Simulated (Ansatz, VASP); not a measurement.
**KBr: VASP beside Ansatz**

```xyz
2
Lattice="0.0000 3.3000 3.3000 3.3000 0.0000 3.3000 3.3000 3.3000 0.0000" Properties=species:S:1:pos:R:3 pbc="T T T"
Br    3.3000    3.3000    3.3000
K     0.0000    0.0000    0.0000
```

Alike in both runs: task single point; functional PBE; k mesh 5 × 5 × 5; occupations fermi-dirac, width 0.02 eV; no spin polarisation.

|  | VASP | Ansatz |
| --- | --- | --- |
| version | VASP 6.6.1 | Ansatz 0.2.0 |
| potentials or method | VASP PAW PBE potentials, release 64 (Br, K_sv), cutoff 500 eV | all-electron LAPW, scalar-relativistic |

```csv
,VASP,Ansatz,Ansatz less VASP
gap on the k mesh at the Fermi level (eV),4.43,4.43,+0.001
least direct gap on the mesh (eV),4.43,4.43,+0.001
pressure (GPa),0.8,0.7,-0.04
```

Ansatz ran all-electron here, and VASP with PAW potentials.
